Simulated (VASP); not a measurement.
# Ga8HN8 (a cell with a defect) in VASP: single point with PBE

Aim: the single point of Ga8HN8 (a cell with a defect) with PBE.

Program: VASP 6.6.1. These are calculated values, not measurements. Logs are shortened: lines on timing, memory, paths and dates and some standing lists are left out, and cuts for length are marked.

## (1) The cell of the first run

The cell holds a defect, 17 atoms: a = 6.433 Å, b = 6.433 Å, c = 6.433 Å, α = 60.00°, β = 60.00°, γ = 60.00°.

## (2) Single point, PBE

INCAR reads:

```
PREC = Accurate ; ENCUT = 520
EDIFF = 1E-6 ; ISMEAR = 0
SIGMA = 0.02 ; LREAL = Auto
LASPH = T ; NELM = 60
ALGO = Normal ; ISIF = 2
LWAVE = F ; LCHARG = T
GGA = PE ; LELF = T
LVHAR = T ; NBANDS = 86
NELECT = 144.0
```

KPOINTS reads:

```
regular mesh
0
Gamma
  3 3 3
```

POSCAR reads:

```
Ga8HN8
1.0
    0.0000000000      4.5484769755     -4.5484769755
    4.5484769755      4.5484769755      0.0000000000
    4.5484769755      0.0000000000     -4.5484769755
Ga N H
8 8 1
Direct
    0.0298758245      0.0299771771      0.4700726224
   -0.0119167361      0.5018624943      0.4999255822
    0.5018764550     -0.0118983784      0.4999212950
    0.4905016585      0.4906894136      0.5094035899
   -0.0023992646     -0.0024047610      1.0024012487
   -0.0119166262      0.5018623843      1.0101270216
    0.5018763450     -0.0118982684      1.0100989902
    0.4902089231      0.4902152989      1.0097870177
    0.1308974418      0.1308864491      0.1106339557
    0.1169481571      0.6246581032      0.1291959931
    0.6246629400      0.1169543130      0.1291904968
    0.6117035471      0.6117055258      0.1417216144
    0.1308974418      0.1308864491      0.6275804001
    0.0791848572      0.6506086578      0.6351023685
    0.6506727452      0.0791003235      0.6351125917
    0.6117036571      0.6117054159      0.6348676745
    0.8323621336      0.8322568236      0.6676896500
```

Potentials or basis: VASP PAW PBE potentials, release 64 (Ga_d, N, H).

Run with:

```bash
> cat potpaw_PBE.64/Ga_d/POTCAR potpaw_PBE.64/N/POTCAR potpaw_PBE.64/H/POTCAR > POTCAR
> mpirun -np 1 vasp_std > vasp.out
```

OUTCAR:

```text
PREC = Accurate
   ENCUT = 520
   EDIFF = 1E-6
   ISMEAR = 0
   LREAL = Auto
   LASPH = T
   NELM = 60
   ISIF = 2
   GGA = PE
   NELECT = 144.0

 ion  position               nearest neighbor table
   1  0.030  0.030  0.470-  17 1.80   9 1.90  13 1.90  15 2.04  14 2.04
   2  0.988  0.502  0.500-  10 1.95  13 1.95  16 1.98  14 1.98
   3  0.502  0.988  0.500-  11 1.95  13 1.95  16 1.98  15 1.98
   4  0.491  0.491  0.509-  12 1.93  16 1.93  14 2.16  15 2.17
   5  0.998  0.998  0.002-  10 1.96  11 1.96   9 1.97  13 1.97
   6  0.988  0.502  0.010-  10 1.95   9 1.95  12 1.98  14 1.98
   7  0.502  0.988  0.010-  11 1.95   9 1.95  12 1.98  15 1.98
   8  0.490  0.490  0.010-  10 1.96  11 1.96  16 1.97  12 1.97
   9  0.131  0.131  0.111-   1 1.90   6 1.95   7 1.95   5 1.97
  10  0.117  0.625  0.129-   6 1.95   2 1.95   5 1.96   8 1.96
  11  0.625  0.117  0.129-   7 1.95   3 1.95   5 1.96   8 1.96
  12  0.612  0.612  0.142-   4 1.93   8 1.97   6 1.98   7 1.98
  13  0.131  0.131  0.628-   1 1.90   2 1.95   3 1.95   5 1.97
  14  0.079  0.651  0.635-   2 1.98   6 1.98   1 2.04   4 2.16
  15  0.651  0.079  0.635-   3 1.98   7 1.98   1 2.04   4 2.17
  16  0.612  0.612  0.635-   4 1.93   8 1.97   2 1.98   3 1.98
  17  0.832  0.832  0.668-   1 1.80

  LATTYP: Found a face centered cubic cell.
 ALAT       =     9.0969539510

  Lattice vectors:

 A1 = (   0.0000000000,   4.5484769755,  -4.5484769755)
 A2 = (   4.5484769755,   4.5484769755,   0.0000000000)
 A3 = (   4.5484769755,   0.0000000000,  -4.5484769755)

Analysis of symmetry for initial positions (statically):
=====================================================================
 Subroutine PRICEL returns:
 Original cell was already a primitive cell.

 Routine SETGRP: Setting up the symmetry group for a
 face centered cubic supercell.

 Subroutine GETGRP returns: Found  2 space group operations
 (whereof  2 operations were pure point group operations)
 out of a pool of 48 trial point group operations.

The static configuration has the point symmetry C_1h.

Analysis of symmetry for dynamics (positions and initial velocities):
=====================================================================
 Subroutine PRICEL returns:
 Original cell was already a primitive cell.

 Routine SETGRP: Setting up the symmetry group for a
 face centered cubic supercell.

 Subroutine GETGRP returns: Found  2 space group operations
 (whereof  2 operations were pure point group operations)
 out of a pool of 48 trial point group operations.
[... 121 lines left out ...]
   NFREE  =      0    steps in history (QN), initial steepest desc. (CG)
   ISIF   =      2    stress and relaxation
   ISYM   =      2    0-nonsym 1-usesym 2-fastsym
   POTIM  = 0.5000    time-step for ionic-motion
   TEBEG  =    0.0;   TEEND  =   0.0 temperature during run
   PSTRESS=    0.0 pullay stress
   NELECT =     144.0000    total number of electrons
   NUPDOWN=      -1.0000    fix difference up-down
   EMIN   =  10.00;   EMAX   =-10.00  energy-range for DOS
   EFERMI =   0.00;   METHOD = LEGACY
   ISMEAR =     0;   SIGMA  =   0.02  broadening in eV -4-tet -1-fermi 0-gaus
   EFERMI_NEDOS =   21; number of points for ismear=-14 and -15
   IALGO  =     38    algorithm
   IMIX   =      4    mixing-type and parameters
     AMIX     =   0.40;   BMIX     =  1.00
     AMIX_MAG =   1.60;   BMIX_MAG =  1.00
  volume/ion in A,a.u.               =      11.07        74.71
  Fermi-wavevector in a.u.,A,eV,Ry     =   1.497337  2.829557 30.504523  2.242019
  Thomas-Fermi vector in A             =   2.609238
   LORBIT       =      0    0 simple, 1 ext, 2 COOP (PROOUT), +10 PAW based schemes
   GGA     = PE    functional components
   LHFCALC =     F    Hartree Fock is set to
   AEXX    =    0.0000 exact exchange contribution
   IVDW    =     0    specifies the selected vdW correction
   LEPSILON=     F    determine dielectric tensor
   LRPA    =     F    only Hartree local field effects (RPA)
 non-spin polarized calculation
 Gauss-broadening in eV      SIGMA  =   0.02
  energy-cutoff  :      520.00
  volume of cell :      188.20
 maximum number of plane-waves:      5066
   NGX = 23   NGY = 23   NGZ = 23

 number of electron     143.9999928 magnetization

 Free energy of the ion-electron system (eV)
  ---------------------------------------------------
  ext. energy  EPLUGINS =         0.00000000
  ---------------------------------------------------
  free energy    TOTEN  =      -104.83942928 eV

  energy without entropy =     -104.83942928  energy(sigma->0) =     -104.83942928

 E-fermi :   5.1308     XC(G=0): -11.5214

 val. band max:        5.0085496937   @ k =   0.0000   0.0000   0.0000
 cond. band min:       6.3790405454   @ k =   0.0000   0.0000   0.0000
 fundamental gap:      1.3704908517
 Fermi energy:         5.1307937401

 k-point     1 :       0.0000    0.0000    0.0000
  band No.  band energies     occupation
      1     -11.0250      2.00000
      2     -10.1360      2.00000
      3      -9.9533      2.00000
      4      -9.9286      2.00000
      5      -9.7950      2.00000
      6      -9.7507      2.00000
[... 859 lines left out ...]
     83      12.4245      0.00000
     84      12.5220      0.00000
 [bands above 84 left out]

------------------------ aborting loop because EDIFF is reached ----------------------------------------

  FORCE on cell =-STRESS in cart. coord.  units (eV):
  Direction    XX          YY          ZZ          XY          YZ          ZX
  --------------------------------------------------------------------------------------
  -------------------------------------------------------------------------------------
  Total       -8.7920494     -5.5497419     -8.7920494      0.0019351      0.0019352     -4.0631941
  in kB      -74.8467077    -47.2449478    -74.8467077      0.0164731      0.0164747    -34.5899673
  external PRESSURE =     -65.6461211 kB  Pullay stress =       0.0000000 kB

 VOLUME and BASIS-vectors are now :
 -----------------------------------------------------------------------------
  energy-cutoff  :      520.00
  volume of cell :      188.20
      direct lattice vectors                 reciprocal lattice vectors
     0.000000000  4.548476975 -4.548476975    -0.109926906  0.109926906 -0.109926906
     4.548476975  4.548476975  0.000000000     0.109926906  0.109926906  0.109926906
     4.548476975  0.000000000 -4.548476975     0.109926906 -0.109926906 -0.109926906

 POSITION                                       TOTAL-FORCE (eV/Angst)
 -----------------------------------------------------------------------------------
      2.27446      0.27224     -2.27400        -0.001068      0.029058     -0.001068
      4.55661      6.77698     -6.76817        -0.011136     -0.002461      0.005398
      6.76824      6.77713     -4.55665        -0.006007     -0.002843      0.011343
      4.54890      4.46293     -4.54805        -0.001608      0.016663     -0.001608
      4.54846      9.07510     -4.54849         0.000224     -0.001582      0.000224
      2.32877      6.77698     -4.54034         0.005398     -0.002461     -0.011136
[... 9 lines left out ...]
      5.67001      5.56465     -5.67000         0.003131     -0.002770     -0.002593
      6.82247      7.57148     -6.82295         0.000447     -0.001088      0.000447
 -----------------------------------------------------------------------------------
    total drift:                                0.024690     -0.001538     -0.024742

  FREE ENERGIE OF THE ION-ELECTRON SYSTEM (eV)
  ---------------------------------------------------
  free  energy   TOTEN  =      -104.8394292820 eV

  energy  without entropy=     -104.8394292820  energy(sigma->0) =     -104.83942928
```

Run time: 4.5 min. Hardware: 1 thread of Intel Xeon 6975P-C (Granite Rapids), shared host; peak memory 0.37 GiB.

What came out:

| Property | Result |
| --- | --- |
| Free energy | -104.8394 eV |
| Largest force | 0.029 eV/Å |

Forces on the atoms (eV/Å):
```
Ga  -0.001  0.029 -0.001
Ga  -0.011 -0.002  0.005
Ga  -0.006 -0.003  0.011
Ga  -0.002  0.017 -0.002
Ga   0.000 -0.002  0.000
Ga   0.005 -0.002 -0.011
Ga   0.011 -0.003 -0.006
Ga   0.000  0.001  0.000
N    0.003 -0.004 -0.003
N    0.000  0.000  0.000
N    0.000  0.000  0.000
N   -0.003 -0.003  0.003
N   -0.003 -0.004  0.003
N    0.003 -0.010  0.003
N   -0.001 -0.009 -0.001
N    0.003 -0.003 -0.003
H    0.000 -0.001  0.000
```

Levels at points of the mesh, in eV from the Fermi level:
| k point | band 68 | band 69 | band 70 | band 71 | band 72 | band 73 | band 74 | band 75 | band 76 | band 77 |
| --- | --- | --- | --- | --- | --- | --- | --- | --- | --- | --- |
| (0.00, 0.00, 0.00) | -0.96 | -0.95 | -0.19 | -0.16 | -0.12 | 1.25 | 2.65 | 3.03 | 3.54 | 3.67 |

Caveat: the cell carries a net charge on a neutralising background, which shifts energy and pressure; the cell is charged against a uniform background, so pressure and absolute levels hang on convention.
